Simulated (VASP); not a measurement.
# Sc (P6_3/mmc) in VASP: a series of runs

Runs on Sc. Level: PBEsol. Tasks: single point.

Everything below comes from runs of VASP 6.6.1. Logs are shortened: lines on timing, memory, paths and dates and some standing lists are left out, and cuts for length are marked.

### 1 The cell of the first run

It takes space group P6_3/mmc (No. 194, hexagonal). Conventional cell: a = 3.441 Å, b = 3.441 Å, c = 4.828 Å, α = 90.00°, β = 90.00°, γ = 120.00°. Within 4.1 Å of Sc (site symmetry -6m2) lie 12 Sc at 3.13 to 3.44 Å.

### 2 Single point, PBEsol

File INCAR:

```
  PREC = Accurate
  ENCUT = 520
  EDIFF = 1E-6
  ISMEAR = 0
  SIGMA = 0.15
  LREAL = False
  LASPH = True
  NELM = 60
  ALGO = Fast
  ISIF = 2
  LWAVE = False
  LCHARG = True
  GGA = PS
  LELF = True
  LVHAR = True
  NBANDS = 18
```

File KPOINTS:

```
Automatic mesh
0
Gamma
  15 15 10
```

File POSCAR:

```
Sc
1.0
    3.4408000000      0.0000000000      0.0000000000
   -1.7204000000      2.9798202094      0.0000000000
    0.0000000000      0.0000000000      4.8283000000
Sc
2
Direct
    0.3333333333      0.6666666667      0.2500000000
    0.6666666667      0.3333333333      0.7500000000
```

Potentials or basis: VASP PAW PBE potentials, release 64 (Sc_sv).

Run with:

```console
cat potpaw_PBE.64/Sc_sv/POTCAR > POTCAR
mpirun -np 1 vasp_std > vasp.out
```

OUTCAR:

```text
PREC = Accurate
   ENCUT = 520
   EDIFF = 1E-6
   ISMEAR = 0
   LREAL = False
   LASPH = True
   NELM = 60
   ISIF = 2
   GGA = PS

 ion  position               nearest neighbor table
   1  0.333  0.667  0.250-   2 3.13   2 3.13   2 3.13   2 3.13   2 3.13   2 3.13
   2  0.667  0.333  0.750-   1 3.13   1 3.13   1 3.13   1 3.13   1 3.13   1 3.13

  LATTYP: Found a hexagonal cell.
 ALAT       =     3.4408000000
 C/A-ratio  =     1.4032492444

  Lattice vectors:

 A1 = (   3.4408000000,   0.0000000000,   0.0000000000)
 A2 = (  -1.7204000000,   2.9798202094,   0.0000000000)
 A3 = (   0.0000000000,   0.0000000000,   4.8283000000)

Analysis of symmetry for initial positions (statically):
=====================================================================
 Subroutine PRICEL returns:
 Original cell was already a primitive cell.

 Routine SETGRP: Setting up the symmetry group for a
 hexagonal supercell.

 Subroutine GETGRP returns: Found 24 space group operations
 (whereof 12 operations were pure point group operations)
 out of a pool of 24 trial point group operations.

The static configuration has the point symmetry D_3d.
 The point group associated with its full space group is D_6h.

Analysis of symmetry for dynamics (positions and initial velocities):
=====================================================================
 Subroutine PRICEL returns:
 Original cell was already a primitive cell.

 Routine SETGRP: Setting up the symmetry group for a
 hexagonal supercell.

 Subroutine GETGRP returns: Found 24 space group operations
 (whereof 12 operations were pure point group operations)
 out of a pool of 24 trial point group operations.

The dynamic configuration has the point symmetry D_3d.
 The point group associated with its full space group is D_6h.

 Subroutine INISYM returns: Found 24 space group operations
 (whereof 12 operations are pure point group operations),
 and found     1 'primitive' translations

----------------------------------------------------------------------------------------

                                     Primitive cell

  volume of cell :      49.5044

  direct lattice vectors                    reciprocal lattice vectors
     3.440800000  0.000000000  0.000000000     0.290630086  0.167795358  0.000000000
    -1.720400000  2.979820209  0.000000000     0.000000000  0.335590717  0.000000000
     0.000000000  0.000000000  4.828300000     0.000000000  0.000000000  0.207112234

  length of vectors
     3.440800000  3.440800000  4.828300000     0.335590717  0.335590717  0.207112234

  position of ions in fractional coordinates (direct lattice)
     0.333333333  0.666666667  0.250000000
     0.666666667  0.333333333  0.750000000

  ion indices of the primitive-cell ions
   primitive index   ion index
                 1           1
                 2           2

----------------------------------------------------------------------------------------

 KPOINTS: Automatic mesh

Automatic generation of k-mesh.
 Grid dimensions read from file:
 generate k-points for:   15   15   10

 Generating k-lattice:

  Cartesian coordinates                     Fractional coordinates (reciprocal lattice)
     0.019375339  0.011186357  0.000000000     0.066666667  0.000000000  0.000000000
     0.000000000  0.022372714  0.000000000     0.000000000  0.066666667  0.000000000
     0.000000000  0.000000000  0.020711223     0.000000000  0.000000000  0.100000000

  Length of vectors
     0.022372714  0.022372714  0.020711223

  Shift w.r.t. Gamma in fractional coordinates (k-lattice)
     0.000000000  0.000000000  0.000000000

 Subroutine IBZKPT returns following result:
 ===========================================

 Found    162 irreducible k-points:

 Following reciprocal coordinates:
            Coordinates               Weight
  0.000000  0.000000  0.000000      1.000000
  0.066667  0.000000  0.000000      6.000000
  0.133333  0.000000  0.000000      6.000000
  0.200000  0.000000  0.000000      6.000000
  0.266667  0.000000  0.000000      6.000000
  0.333333  0.000000  0.000000      6.000000
[... 16 lines left out ...]
  0.333333  0.200000  0.000000     12.000000
  0.400000  0.200000  0.000000      6.000000
 [... further k-points ...]
   k-points           NKPTS =    162   k-points in BZ     NKDIM =    162   number of bands    NBANDS=     18
   number of dos      NEDOS =    301   number of ions     NIONS =      2
   total plane-waves  NPLWV =  28224
   dimension x,y,z NGX =    28 NGY =   28 NGZ =   36
   dimension x,y,z NGXF=    56 NGYF=   56 NGZF=   72
   ions per type =               2
   NGX,Y,Z   is equivalent  to a cutoff of  13.53, 13.53, 12.40 a.u.
   NGXF,Y,Z  is equivalent  to a cutoff of  27.06, 27.06, 24.79 a.u.
 SYSTEM =  unknown system
   PREC   = accura    normal or accurate (medium, high low for compatibility)
   ISTART =      0    job   : 0-new  1-cont  2-samecut
   ICHARG =      2    charge: 1-file 2-atom 10-const
   ISPIN  =      1    spin polarized calculation?
   LNONCOLLINEAR =      F non collinear calculations
   LSORBIT =      F    spin-orbit coupling
   LASPH  =      T    aspherical Exc in radial PAW
   ENCUT  =  520.0 eV  38.22 Ry    6.18 a.u.   6.40  6.40  8.98*2*pi/ulx,y,z
   NELM   =     60;   NELMIN=  2; NELMDL= -5     # of ELM steps
   EDIFF  = 0.1E-05   stopping-criterion for ELM
   LREAL  =      F    real-space projection
   EDIFFG = 0.1E-04   stopping-criterion for IOM
   NSW    =      0    number of steps for IOM
   IBRION =     -1    ionic relax: 0-MD 1-quasi-New 2-CG
   NFREE  =      0    steps in history (QN), initial steepest desc. (CG)
   ISIF   =      2    stress and relaxation
   ISYM   =      2    0-nonsym 1-usesym 2-fastsym
   POTIM  = 0.5000    time-step for ionic-motion
   TEBEG  =    0.0;   TEEND  =   0.0 temperature during run
   PSTRESS=    0.0 pullay stress
   NELECT =      22.0000    total number of electrons
   NUPDOWN=      -1.0000    fix difference up-down
   EMIN   =  10.00;   EMAX   =-10.00  energy-range for DOS
   EFERMI =   0.00;   METHOD = LEGACY
   ISMEAR =     0;   SIGMA  =   0.15  broadening in eV -4-tet -1-fermi 0-gaus
   EFERMI_NEDOS =   21; number of points for ismear=-14 and -15
   IALGO  =     68    algorithm
   IMIX   =      4    mixing-type and parameters
     AMIX     =   0.40;   BMIX     =  1.00
     AMIX_MAG =   1.60;   BMIX_MAG =  1.00
  volume/ion in A,a.u.               =      24.75       167.04
  Fermi-wavevector in a.u.,A,eV,Ry     =   1.249303  2.360841 21.235404  1.560758
  Thomas-Fermi vector in A             =   2.383350
   LORBIT       =      0    0 simple, 1 ext, 2 COOP (PROOUT), +10 PAW based schemes
   GGA     = PS    functional components
   LHFCALC =     F    Hartree Fock is set to
   AEXX    =    0.0000 exact exchange contribution
   IVDW    =     0    specifies the selected vdW correction
   LEPSILON=     F    determine dielectric tensor
   LRPA    =     F    only Hartree local field effects (RPA)
 non-spin polarized calculation
 RMM-DIIS sequential band-by-band and
 Gauss-broadening in eV      SIGMA  =   0.15
  energy-cutoff  :      520.00
  volume of cell :       49.50
 maximum number of plane-waves:      1362
 NGX is ok and might be reduce to    28
   NGX = 13   NGY = 13   NGZ = 17

 number of electron      22.0000003 magnetization

 Free energy of the ion-electron system (eV)
  ---------------------------------------------------
  ext. energy  EPLUGINS =         0.00000000
  ---------------------------------------------------
  free energy    TOTEN  =       -13.13814157 eV

  energy without entropy =      -13.09605981  energy(sigma->0) =      -13.11710069

 E-fermi :   3.5129     XC(G=0):  -9.9648

 val. band max:        3.4811620066   @ k =   0.3333   0.1333   0.3000
 cond. band min:       3.5164526237   @ k =   0.4000   0.0000   0.4000
 fundamental gap:      0.0352906172
 Fermi energy:         3.5129416637

 k-point     1 :       0.0000    0.0000    0.0000
  band No.  band energies     occupation
      1     -45.6881      2.00000
      2     -45.5861      2.00000
      3     -24.6500      2.00000
      4     -24.3110      2.00000
      5     -24.3110      2.00000
      6     -24.2008      2.00000
[... 10 lines left out ...]
     17       5.5929      0.00000
     18       5.9034      0.00000

 k-point     2 :       0.0667    0.0000    0.0000
  band No.  band energies     occupation
      1     -45.6862      2.00000
      2     -45.5862      2.00000
      3     -24.6439      2.00000
      4     -24.3186      2.00000
      5     -24.3146      2.00000
      6     -24.2095      2.00000
[... 10 lines left out ...]
     17       5.6467      0.00000
     18       6.0035      0.00000

 k-point     3 :       0.1333    0.0000    0.0000
  band No.  band energies     occupation
      1     -45.6808      2.00000
      2     -45.5866      2.00000
      3     -24.6262      2.00000
      4     -24.3402      2.00000
      5     -24.3245      2.00000
      6     -24.2337      2.00000
[... 10 lines left out ...]
     17       5.8014      0.00000
     18       6.2107      0.00000

 k-point     4 :       0.2000    0.0000    0.0000
  band No.  band energies     occupation
      1     -45.6724      2.00000
      2     -45.5875      2.00000
      3     -24.5982      2.00000
      4     -24.3725      2.00000
      5     -24.3385      2.00000
      6     -24.2685      2.00000
[... 10 lines left out ...]
     17       6.0431      0.00000
     18       6.4451      0.00000

 k-point     5 :       0.2667    0.0000    0.0000
  band No.  band energies     occupation
      1     -45.6620      2.00000
      2     -45.5894      2.00000
      3     -24.5623      2.00000
      4     -24.4103      2.00000
      5     -24.3540      2.00000
      6     -24.3070      2.00000
[... 10 lines left out ...]
     17       6.3458      0.00000
     18       6.6983      0.00000

 k-point     6 :       0.3333    0.0000    0.0000
  band No.  band energies     occupation
      1     -45.6510      2.00000
      2     -45.5922      2.00000
      3     -24.5221      2.00000
      4     -24.4472      2.00000
      5     -24.3682      2.00000
      6     -24.3427      2.00000
[... 10 lines left out ...]
     17       6.6780      0.00000
     18       6.9781      0.00000

 k-point     7 :       0.4000    0.0000    0.0000
  band No.  band energies     occupation
      1     -45.6408      2.00000
      2     -45.5960      2.00000
      3     -24.4831      2.00000
      4     -24.4764      2.00000
      5     -24.3791      2.00000
      6     -24.3698      2.00000
[... 10 lines left out ...]
     17       7.0192      0.00000
     18       7.3613      0.00000

 k-point     8 :       0.4667    0.0000    0.0000
  band No.  band energies     occupation
      1     -45.6342      2.00000
      2     -45.5991      2.00000
      3     -24.4926      2.00000
      4     -24.4560      2.00000
      5     -24.3849      2.00000
      6     -24.3844      2.00000
[... 10 lines left out ...]
     17       7.2782      0.00000
     18       7.7268      0.00000
[... 229 lines left out ...]
     17       6.9871      0.00000
     18       7.4202      0.00000

 k-point    20 :       0.4000    0.1333    0.0000
  band No.  band energies     occupation
      1     -45.6305      2.00000
      2     -45.6011      2.00000
      3     -24.4889      2.00000
      4     -24.4408      2.00000
      5     -24.3959      2.00000
      6     -24.3764      2.00000
[... 10 lines left out ...]
     17       7.2528      0.00000
     18       7.7550      0.00000

 k-point    21 :       0.2000    0.2000    0.0000
  band No.  band energies     occupation
      1     -45.6480      2.00000
      2     -45.5932      2.00000
      3     -24.5113      2.00000
      4     -24.4305      2.00000
      5     -24.4105      2.00000
      6     -24.3161      2.00000
[... 10 lines left out ...]
     17       6.6537      0.00000
     18       7.0795      0.00000

 k-point    22 :       0.2667    0.2000    0.0000
  band No.  band energies     occupation
      1     -45.6380      2.00000
      2     -45.5972      2.00000
      3     -24.4721      2.00000
      4     -24.4605      2.00000
      5     -24.4134      2.00000
      6     -24.3383      2.00000
[... 10 lines left out ...]
     17       6.9953      0.00000
     18       7.5553      0.00000

 k-point    23 :       0.3333    0.2000    0.0000
  band No.  band energies     occupation
      1     -45.6293      2.00000
      2     -45.6018      2.00000
      3     -24.4815      2.00000
      4     -24.4357      2.00000
      5     -24.4063      2.00000
      6     -24.3623      2.00000
[... 10 lines left out ...]
     17       7.2805      0.00000
     18       8.4600      0.00000

 k-point    24 :       0.4000    0.2000    0.0000
  band No.  band energies     occupation
      1     -45.6252      2.00000
      2     -45.6044      2.00000
      3     -24.4889      2.00000
      4     -24.4178      2.00000
      5     -24.3970      2.00000
      6     -24.3778      2.00000
[... 10 lines left out ...]
     17       7.3068      0.00000
     18       7.8712      0.00000

 [... further k-points ...]

------------------------ aborting loop because EDIFF is reached ----------------------------------------

  FORCE on cell =-STRESS in cart. coord.  units (eV):
  Direction    XX          YY          ZZ          XY          YZ          ZX
  --------------------------------------------------------------------------------------
  -------------------------------------------------------------------------------------
  Total       -1.4972393     -1.4972393      0.7717908      0.0000000      0.0000000      0.0000000
  in kB      -48.4571709    -48.4571709     24.9785059      0.0000000      0.0000000      0.0000000
  external PRESSURE =     -23.9786120 kB  Pullay stress =       0.0000000 kB

 VOLUME and BASIS-vectors are now :
 -----------------------------------------------------------------------------
  energy-cutoff  :      520.00
  volume of cell :       49.50
      direct lattice vectors                 reciprocal lattice vectors
     3.440800000  0.000000000  0.000000000     0.290630086  0.167795358  0.000000000
    -1.720400000  2.979820209  0.000000000     0.000000000  0.335590717  0.000000000
     0.000000000  0.000000000  4.828300000     0.000000000  0.000000000  0.207112234

 POSITION                                       TOTAL-FORCE (eV/Angst)
 -----------------------------------------------------------------------------------
     -0.00000      1.98655      1.20707        -0.000000     -0.000000      0.000000
      1.72040      0.99327      3.62122         0.000000      0.000000      0.000000
 -----------------------------------------------------------------------------------
    total drift:                               -0.000000      0.000000     -0.000000

  FREE ENERGIE OF THE ION-ELECTRON SYSTEM (eV)
  ---------------------------------------------------
  free  energy   TOTEN  =       -13.1381415693 eV

  energy  without entropy=      -13.0960598083  energy(sigma->0) =      -13.11710069
```

Wall time 1.9 min (1 thread of Intel Xeon Platinum 8488C (Sapphire Rapids), shared host); peak memory 0.25 GiB.

Results:

| Property | Result |
| --- | --- |
| Free energy | -13.1381 eV |
| Pressure | -2.4 GPa |
| Band gap on the k mesh | zero (band 11 reaches 4.99 eV, above the bottom of band 12 at 2.98 eV) |

Caveat: the PAW data sets were made with another functional, which shifts forces and pressure a little.

### 3 Single point, PBEsol

This run uses another cell than the first one, of 24.81 Å³/atom, 1.002 times its volume.

File INCAR:

```
SYSTEM = Sc
  PREC = Accurate
  ENCUT = 520
  EDIFF = 1E-7
  ISMEAR = 0
  SIGMA = 0.15
  LREAL = .False.
  LASPH = .True.
  NELM = 80
  ALGO = Fast
  ISIF = 2
  LWAVE = .False.
  LCHARG = .False.
  GGA = PS
  NBANDS = 18
```

File KPOINTS:

```
Automatic mesh
0
Gamma
  15 15 10
  0 0 0
```

File POSCAR:

```
Sc
1.0
    3.2769240353      0.0000000000      0.0000000000
   -1.6384620176      2.8378994608      0.0000000000
    0.0000000000      0.0000000000      5.3365000000
Sc
2
Direct
    0.3333333333      0.6666666667      0.2500000000
    0.6666666667      0.3333333333      0.7500000000
```

Potentials or basis: VASP PAW PBE potentials, release 64 (Sc_sv).

Run with:

```console
cat potpaw_PBE.64/Sc_sv/POTCAR > POTCAR
mpirun -np 1 vasp_std > vasp.out
```

It took 89 s on 1 thread of Intel Xeon Platinum 8488C (Sapphire Rapids), shared host; peak memory 0.24 GiB.

Results (log left out):

```yaml
Free_energy: -13.2006 eV
Pressure: -2.4 GPa
Band_gap_on_the_k_mesh: zero (band 11 reaches 4.35 eV, above the bottom of band 12 at 3.10 eV)
```

Stress tensor (GPa, compression positive):
```
-1.32  0.00  0.00
 0.00 -1.32  0.00
 0.00  0.00 -4.48
```

Levels at points of the mesh, in eV from the Fermi level:
```tsv
k point	band 8	band 9	band 10	band 11	band 12	band 13	band 14	band 15
(0.00, 0.00, 0.00)	-27.73	-5.13	-1.73	0.29	1.59	1.61	1.61	1.99
(0.00, 0.00, 0.50)	-27.76	-3.68	-3.68	0.80	0.80	1.58	1.58	1.58
```

Caveat: the PAW data sets were made with another functional, which shifts forces and pressure a little.
